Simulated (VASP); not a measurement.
# SnSe2 (R-3m) in VASP: a series of runs

SnSe2 is run at these levels: PBE, r2SCAN; tasks: single point.

Program: VASP 6.6.1. These are calculated values, not measurements. Logs are shortened: lines on timing, memory, paths and dates and some standing lists are left out, and cuts for length are marked.

## Step 1: The cell of the first run

Symmetry: R-3m, No. 166, trigonal system. Conventional cell: a = 3.825 Å, b = 3.825 Å, c = 19.005 Å, α = 90.00°, β = 90.00°, γ = 120.00°. Sn (site symmetry -3m) has 6 Se at 2.71 Å within 3.6 Å. Within 3.6 Å of Se (site symmetry 3m) lie 3 Sn at 2.71 Å.

## Step 2: Single point, PBE

Input file INCAR:

```
SYSTEM = SnSe2
  PREC = Accurate
  ENCUT = 520
  EDIFF = 1E-6
  ISMEAR = 0
  SIGMA = 0.01
  LREAL = .FALSE.
  LASPH = .TRUE.
  NELM = 80
  ALGO = Normal
  ISIF = 2
  LWAVE = .FALSE.
  LCHARG = .TRUE.
  GGA = PE
  LELF = .TRUE.
  LVHAR = .TRUE.
  NBANDS = 20
```

Input file KPOINTS:

```
regular mesh
0
G
  6 6 6
  0 0 0
```

Input file POSCAR:

```
SnSe2
1.0
    1.9122916102      1.1040620758      6.3350941632
   -1.9122916102      1.1040620758      6.3350941632
    0.0000000000     -2.2081241520      6.3350941631
Sn Se
1 2
Direct
    0.0000000000      0.0000000000      0.0000000000
    0.2505568958      0.2505568958      0.2505568958
    0.7494431042      0.7494431042      0.7494431042
```

Potentials or basis: VASP PAW PBE potentials, release 64 (Sn_d, Se).

Started as:

```sh
cat potpaw_PBE.64/Sn_d/POTCAR potpaw_PBE.64/Se/POTCAR > POTCAR
mpirun -np 1 vasp_std > vasp.out
```

OUTCAR:

```text
SYSTEM = SnSe2
   PREC = Accurate
   ENCUT = 520
   EDIFF = 1E-6
   ISMEAR = 0
   LREAL = .FALSE.
   LASPH = .TRUE.
   NELM = 80
   ISIF = 2
   GGA = PE

 ion  position               nearest neighbor table
   1  0.000  0.000  0.000-   3 2.71   3 2.71   2 2.71   2 2.71   3 2.71   2 2.71
   2  0.251  0.251  0.251-   1 2.71   1 2.71   1 2.71
   3  0.749  0.749  0.749-   1 2.71   1 2.71   1 2.71

  LATTYP: Found a trigonal (rhomboedric) cell.
 ALAT       =     6.7088918851
 COS(alpha) =     0.8375062548

  Lattice vectors:

 A1 = (   1.9122916102,   1.1040620758,   6.3350941632)
 A2 = (  -1.9122916102,   1.1040620758,   6.3350941632)
 A3 = (   0.0000000000,  -2.2081241520,   6.3350941631)

Analysis of symmetry for initial positions (statically):
=====================================================================
 Subroutine PRICEL returns:
 Original cell was already a primitive cell.

 Routine SETGRP: Setting up the symmetry group for a
 trigonal (rhombohedral) supercell.

 Subroutine GETGRP returns: Found 12 space group operations
 (whereof 12 operations were pure point group operations)
 out of a pool of 12 trial point group operations.

The static configuration has the point symmetry D_3d.

Analysis of symmetry for dynamics (positions and initial velocities):
=====================================================================
 Subroutine PRICEL returns:
 Original cell was already a primitive cell.

 Routine SETGRP: Setting up the symmetry group for a
 trigonal (rhombohedral) supercell.

 Subroutine GETGRP returns: Found 12 space group operations
 (whereof 12 operations were pure point group operations)
 out of a pool of 12 trial point group operations.

The dynamic configuration has the point symmetry D_3d.

 Subroutine INISYM returns: Found 12 space group operations
 (whereof 12 operations are pure point group operations),
 and found     1 'primitive' translations

----------------------------------------------------------------------------------------

                                     Primitive cell

  volume of cell :      80.2513

  direct lattice vectors                    reciprocal lattice vectors
     1.912291610  1.104062076  6.335094163     0.261466398  0.150957695  0.052616950
    -1.912291610  1.104062076  6.335094163    -0.261466398  0.150957695  0.052616950
     0.000000000 -2.208124152  6.335094163     0.000000000 -0.301915391  0.052616950

  length of vectors
     6.708891885  6.708891885  6.708891885     0.306466061  0.306466061  0.306466061

  position of ions in fractional coordinates (direct lattice)
     0.000000000  0.000000000  0.000000000
     0.250556896  0.250556896  0.250556896
     0.749443104  0.749443104  0.749443104

  ion indices of the primitive-cell ions
   primitive index   ion index
                 1           1
                 2           2
                 3           3

----------------------------------------------------------------------------------------

 KPOINTS: regular mesh

Automatic generation of k-mesh.
 Grid dimensions read from file:
 generate k-points for:    6    6    6

 Generating k-lattice:

  Cartesian coordinates                     Fractional coordinates (reciprocal lattice)
     0.043577733  0.025159616  0.008769492     0.166666667 -0.000000000 -0.000000000
    -0.043577733  0.025159616  0.008769492    -0.000000000  0.166666667 -0.000000000
     0.000000000 -0.050319232  0.008769492    -0.000000000 -0.000000000  0.166666667

  Length of vectors
     0.051077677  0.051077677  0.051077677

  Shift w.r.t. Gamma in fractional coordinates (k-lattice)
     0.000000000  0.000000000  0.000000000

 Subroutine IBZKPT returns following result:
 ===========================================

 Found     32 irreducible k-points:

 Following reciprocal coordinates:
            Coordinates               Weight
  0.000000  0.000000  0.000000      1.000000
  0.166667  0.000000 -0.000000      6.000000
  0.333333  0.000000 -0.000000      6.000000
  0.500000 -0.000000 -0.000000      3.000000
  0.166667  0.166667 -0.000000      6.000000
  0.333333  0.166667 -0.000000     12.000000
[... 16 lines left out ...]
  0.500000  0.500000  0.166667      6.000000
 -0.333333  0.500000  0.166667     12.000000
 [... further k-points ...]
   k-points           NKPTS =     32   k-points in BZ     NKDIM =     32   number of bands    NBANDS=     20
   number of dos      NEDOS =    301   number of ions     NIONS =      3
   total plane-waves  NPLWV = 125000
   dimension x,y,z NGX =    50 NGY =   50 NGZ =   50
   dimension x,y,z NGXF=   100 NGYF=  100 NGZF=  100
   ions per type =               1   2
   NGX,Y,Z   is equivalent  to a cutoff of  12.39, 12.39, 12.39 a.u.
   NGXF,Y,Z  is equivalent  to a cutoff of  24.78, 24.78, 24.78 a.u.
 SYSTEM =  SnSe2
   PREC   = accura    normal or accurate (medium, high low for compatibility)
   ISTART =      0    job   : 0-new  1-cont  2-samecut
   ICHARG =      2    charge: 1-file 2-atom 10-const
   ISPIN  =      1    spin polarized calculation?
   LNONCOLLINEAR =      F non collinear calculations
   LSORBIT =      F    spin-orbit coupling
   LASPH  =      T    aspherical Exc in radial PAW
   ENCUT  =  520.0 eV  38.22 Ry    6.18 a.u.  12.47 12.47 12.47*2*pi/ulx,y,z
   NELM   =     80;   NELMIN=  2; NELMDL= -5     # of ELM steps
   EDIFF  = 0.1E-05   stopping-criterion for ELM
   LREAL  =      F    real-space projection
   EDIFFG = 0.1E-04   stopping-criterion for IOM
   NSW    =      0    number of steps for IOM
   IBRION =     -1    ionic relax: 0-MD 1-quasi-New 2-CG
   NFREE  =      0    steps in history (QN), initial steepest desc. (CG)
   ISIF   =      2    stress and relaxation
   ISYM   =      2    0-nonsym 1-usesym 2-fastsym
   POTIM  = 0.5000    time-step for ionic-motion
   TEBEG  =    0.0;   TEEND  =   0.0 temperature during run
   PSTRESS=    0.0 pullay stress
   NELECT =      26.0000    total number of electrons
   NUPDOWN=      -1.0000    fix difference up-down
   EMIN   =  10.00;   EMAX   =-10.00  energy-range for DOS
   EFERMI =   0.00;   METHOD = LEGACY
   ISMEAR =     0;   SIGMA  =   0.01  broadening in eV -4-tet -1-fermi 0-gaus
   EFERMI_NEDOS =   21; number of points for ismear=-14 and -15
   IALGO  =     38    algorithm
   IMIX   =      4    mixing-type and parameters
     AMIX     =   0.40;   BMIX     =  1.00
     AMIX_MAG =   1.60;   BMIX_MAG =  1.00
  volume/ion in A,a.u.               =      26.75       180.52
  Fermi-wavevector in a.u.,A,eV,Ry     =   1.124386  2.124781 17.201072  1.264243
  Thomas-Fermi vector in A             =   2.261057
   LORBIT       =      0    0 simple, 1 ext, 2 COOP (PROOUT), +10 PAW based schemes
   GGA     = PE    functional components
   LHFCALC =     F    Hartree Fock is set to
   AEXX    =    0.0000 exact exchange contribution
   IVDW    =     0    specifies the selected vdW correction
   LEPSILON=     F    determine dielectric tensor
   LRPA    =     F    only Hartree local field effects (RPA)
 non-spin polarized calculation
 Gauss-broadening in eV      SIGMA  =   0.01
  energy-cutoff  :      520.00
  volume of cell :       80.25
 maximum number of plane-waves:      2184
 NGX is ok and might be reduce to    50
   NGX = 25   NGY = 25   NGZ = 25

 number of electron      26.0000004 magnetization

 Free energy of the ion-electron system (eV)
  ---------------------------------------------------
  ext. energy  EPLUGINS =         0.00000000
  ---------------------------------------------------
  free energy    TOTEN  =       -11.79968473 eV

  energy without entropy =      -11.79968473  energy(sigma->0) =      -11.79968473

 E-fermi :   3.8394     XC(G=0):  -9.2662

 val. band max:        3.7883415795   @ k =  -0.1667   0.1667   0.0000
 cond. band min:       4.0921480947   @ k =   0.5000   0.5000   0.0000
 fundamental gap:      0.3038065153
 Fermi energy:         3.8394303292

 k-point     1 :       0.0000    0.0000    0.0000
  band No.  band energies     occupation
      1     -17.4657      2.00000
      2     -17.4657      2.00000
      3     -17.4305      2.00000
      4     -17.4183      2.00000
      5     -17.4183      2.00000
      6      -9.9784      2.00000
[... 12 lines left out ...]
     19      12.3053      0.00000
     20      12.3053      0.00000

 k-point     2 :       0.1667    0.0000   -0.0000
  band No.  band energies     occupation
      1     -17.4772      2.00000
      2     -17.4570      2.00000
      3     -17.4263      2.00000
      4     -17.4211      2.00000
      5     -17.4166      2.00000
      6      -9.7088      2.00000
[... 12 lines left out ...]
     19      12.5956      0.00000
     20      12.8670      0.00000

 k-point     3 :       0.3333    0.0000   -0.0000
  band No.  band energies     occupation
      1     -17.5038      2.00000
      2     -17.4469      2.00000
      3     -17.4360      2.00000
      4     -17.4058      2.00000
      5     -17.4049      2.00000
      6      -8.9887      2.00000
[... 12 lines left out ...]
     19      12.3847      0.00000
     20      13.4529      0.00000

 k-point     4 :       0.5000   -0.0000   -0.0000
  band No.  band energies     occupation
      1     -17.5178      2.00000
      2     -17.4455      2.00000
      3     -17.4406      2.00000
      4     -17.3967      2.00000
      5     -17.3964      2.00000
      6      -8.3302      2.00000
[... 12 lines left out ...]
     19      12.7239      0.00000
     20      13.7311      0.00000

 k-point     5 :       0.1667    0.1667   -0.0000
  band No.  band energies     occupation
      1     -17.4772      2.00000
      2     -17.4570      2.00000
      3     -17.4263      2.00000
      4     -17.4211      2.00000
      5     -17.4166      2.00000
      6      -9.6989      2.00000
[... 12 lines left out ...]
     19      12.4771      0.00000
     20      12.7472      0.00000
[... 353 lines left out ...]
      6      -8.3881      2.00000
[... 12 lines left out ...]
     19      12.5370      0.00000
     20      13.8179      0.00000

 k-point    22 :      -0.1667    0.3333    0.1667
  band No.  band energies     occupation
      1     -17.5039      2.00000
      2     -17.4567      2.00000
      3     -17.4324      2.00000
      4     -17.4079      2.00000
      5     -17.3965      2.00000
      6      -8.4740      2.00000
[... 12 lines left out ...]
     19      12.7767      0.00000
     20      13.0176      0.00000

 k-point    23 :       0.5000    0.5000    0.1667
  band No.  band energies     occupation
      1     -17.5038      2.00000
      2     -17.4469      2.00000
      3     -17.4360      2.00000
      4     -17.4058      2.00000
      5     -17.4049      2.00000
      6      -8.9106      2.00000
[... 12 lines left out ...]
     19      12.8325      0.00000
     20      13.8117      0.00000

 k-point    24 :      -0.3333    0.5000    0.1667
  band No.  band energies     occupation
      1     -17.5039      2.00000
      2     -17.4567      2.00000
      3     -17.4324      2.00000
      4     -17.4079      2.00000
      5     -17.3964      2.00000
      6      -8.4029      2.00000
[... 12 lines left out ...]
     19      12.7903      0.00000
     20      14.3824      0.00000

 [... further k-points ...]
[... 5 lines left out ...]
  --------------------------------------------------------------------------------------
  -------------------------------------------------------------------------------------
  Total        1.4724282      1.4724282      1.5311301      0.0000000      0.0000000      0.0000000
  in kB       29.3963074     29.3963074     30.5682622      0.0000000      0.0000000      0.0000000
  external PRESSURE =      29.7869590 kB  Pullay stress =       0.0000000 kB

 VOLUME and BASIS-vectors are now :
 -----------------------------------------------------------------------------
  energy-cutoff  :      520.00
  volume of cell :       80.25
      direct lattice vectors                 reciprocal lattice vectors
     1.912291610  1.104062076  6.335094163     0.261466398  0.150957695  0.052616950
    -1.912291610  1.104062076  6.335094163    -0.261466398  0.150957695  0.052616950
     0.000000000 -2.208124152  6.335094163     0.000000000 -0.301915391  0.052616950

 POSITION                                       TOTAL-FORCE (eV/Angst)
 -----------------------------------------------------------------------------------
      0.00000      0.00000      0.00000         0.000000      0.000000     -0.000000
      0.00000     -0.00000      4.76190         0.000000      0.000000     -0.251222
      0.00000     -0.00000     14.24338         0.000000     -0.000000      0.251222
 -----------------------------------------------------------------------------------
    total drift:                                0.000000      0.000000      0.000000

  FREE ENERGIE OF THE ION-ELECTRON SYSTEM (eV)
  ---------------------------------------------------
  free  energy   TOTEN  =       -11.7996847282 eV

  energy  without entropy=      -11.7996847282  energy(sigma->0) =      -11.79968473
```

Wall time 63 s (1 thread of Intel Xeon 6975P-C (Granite Rapids), shared host); peak memory 0.36 GiB.

Results:

```
Free energy            : -11.7997 eV
Pressure               : 3.0 GPa
Largest force          : 0.251 eV/Å
Band gap on the k mesh : 0.30 eV, indirect (least direct gap 0.54 eV)
```

Forces in eV/Å, atoms in the order of the input:
```
Sn   0.000  0.000  0.000
Se   0.000  0.000 -0.251
Se   0.000  0.000  0.251
```

Caveat: spin-orbit coupling is left out, which moves the levels of the heavy elements. A k mesh can miss the band edges.

## Step 3: Single point, PBE

Input file INCAR:

```
ALGO     = Normal         # electronic algorithm
EDIFF    = 1E-6           # SCF threshold, eV
ENCUT    = 520            # plane-wave cutoff, eV
GGA      = PE             # functional
ISIF     = 2              # what is computed and relaxed
ISMEAR   = 0              # smearing method
LASPH    = True           # aspherical terms in the spheres
LCHARG   = True           # write CHGCAR
LELF     = True           # ELF
LREAL    = False          # projectors in reciprocal space
LVHAR    = True         
LWAVE    = False          # write WAVECAR
NBANDS   = 20             # bands
NELM     = 100            # most SCF steps
PREC     = Accurate       # precision mode
SIGMA    = 0.01           # smearing width, eV
```

Input file KPOINTS:

```
k-points
0
Gamma
  6 6 6
```

POSCAR is that of step 2.

Potentials or basis: VASP PAW PBE potentials, release 64 (Sn_d, Se).

Started as:

```sh
cat potpaw_PBE.64/Sn_d/POTCAR potpaw_PBE.64/Se/POTCAR > POTCAR
mpirun -np 1 vasp_std > vasp.out
```

It took 62 s on 1 thread of Intel Xeon 6975P-C (Granite Rapids), shared host; peak memory 0.35 GiB.

Results (log left out):

* Free energy: -11.7997 eV
* Pressure: 3.0 GPa
* Largest force: 0.251 eV/Å
* Band gap on the k mesh: 0.30 eV, indirect (least direct gap 0.54 eV)

Forces in eV/Å, atoms in the order of the input:
```
Sn   0.000  0.000  0.000
Se   0.000  0.000 -0.251
Se   0.000  0.000  0.251
```

Stress tensor (GPa, compression positive):
```
2.94 0.00 0.00
0.00 2.94 0.00
0.00 0.00 3.06
```

Levels at points of the mesh, in eV from the valence-band top:
```csv
k point,band 10,band 11,band 12,band 13,band 14,band 15,band 16,band 17
"(0.00, 0.00, 0.00)",-0.56,-0.29,-0.29,-0.24,1.00,3.01,4.47,4.47
"(0.50, 0.00, 0.00)",-2.62,-2.33,-1.43,-0.63,1.11,3.93,6.08,6.21
"(0.50, 0.50, 0.00)",-2.47,-2.22,-0.31,-0.24,0.30,3.70,5.04,5.38
"(0.50, 0.50, 0.50)",-0.69,-0.69,-0.16,-0.16,2.39,3.01,4.55,4.55
```

Caveat: spin-orbit coupling is left out, which moves the levels of the heavy elements.

## Step 4: Single point, r2SCAN

POSCAR is that of step 3.

Input file INCAR.step1:

```
SYSTEM = SnSe2
PREC     = Accurate       ! precision mode
ENCUT    = 520            ! plane-wave cutoff, eV
ISMEAR   = 0              ! smearing method
SIGMA    = 0.01           ! smearing width, eV
LREAL    = .FALSE.        ! projectors in reciprocal space
LASPH    = .TRUE.         ! aspherical terms in the spheres
NELM     = 80             ! most SCF steps
NBANDS   = 20             ! bands
GGA      = PE             ! functional
ALGO     = Normal         ! electronic algorithm
EDIFF    = 1E-4           ! SCF threshold, eV
LWAVE    = .TRUE.         ! write WAVECAR
LCHARG   = .FALSE.        ! write CHGCAR
```

Input file INCAR.step2:

```
SYSTEM = SnSe2
PREC     = Accurate       ! precision mode
ENCUT    = 520            ! plane-wave cutoff, eV
EDIFF    = 1E-6           ! SCF threshold, eV
ISMEAR   = 0              ! smearing method
SIGMA    = 0.01           ! smearing width, eV
LREAL    = .FALSE.        ! projectors in reciprocal space
LASPH    = .TRUE.         ! aspherical terms in the spheres
NELM     = 80             ! most SCF steps
ALGO     = Normal         ! electronic algorithm
ISIF     = 2              ! what is computed and relaxed
LWAVE    = .FALSE.        ! write WAVECAR
LCHARG   = .FALSE.        ! write CHGCAR
METAGGA  = R2SCAN         ! meta-GGA
LMIXTAU  = .TRUE.       
NBANDS   = 20             ! bands
ISTART   = 1
```

Input file KPOINTS:

```
regular mesh
0
G
  6 6 6
  0 0 0
```

Started as:

```sh
cat potpaw_PBE.64/Sn_d/POTCAR potpaw_PBE.64/Se/POTCAR > POTCAR
cp INCAR.step1 INCAR
mpirun -np 1 vasp_std > vasp.out
cp INCAR.step2 INCAR
mpirun -np 1 vasp_std > vasp.out
```

Run time: 3.9 min. Hardware: 1 thread of Intel Xeon 6975P-C (Granite Rapids), shared host; peak memory 0.4 GiB.

Results (log left out):

| Item | Value |
| --- | --- |
| Free energy | -54.6076 eV |
| Pressure | 1.0 GPa |
| Largest force | 0.020 eV/Å |
| Band gap on the k mesh | 0.58 eV, indirect (least direct gap 0.82 eV) |

Forces on the atoms (eV/Å):
```
Sn   0.000  0.000  0.000
Se   0.000  0.000  0.020
Se   0.000  0.000 -0.020
```

Stress tensor (GPa, compression positive):
```
1.04 0.00 0.00
0.00 1.04 0.00
0.00 0.00 0.88
```

Levels at points of the mesh, in eV from the valence-band top:
```tsv
k point	band 9	band 10	band 11	band 12	band 13	band 14	band 15	band 16	band 17	band 18
(0.00, 0.00, 0.00)	-0.58	-0.58	-0.30	-0.30	-0.23	1.43	3.52	4.88	4.88	8.64
(0.50, 0.00, 0.00)	-4.52	-2.65	-2.39	-1.43	-0.64	1.40	4.38	6.57	6.73	6.94
(0.50, 0.50, 0.00)	-4.81	-2.54	-2.25	-0.31	-0.24	0.58	4.24	5.55	5.85	6.06
(0.50, 0.50, 0.50)	-2.04	-0.71	-0.71	-0.17	-0.17	2.78	3.56	4.96	4.96	8.59
```

Caveat: the PAW data sets were made with another functional, which shifts forces and pressure a little; spin-orbit coupling is left out, which moves the levels of the heavy elements. A k mesh can miss the band edges.
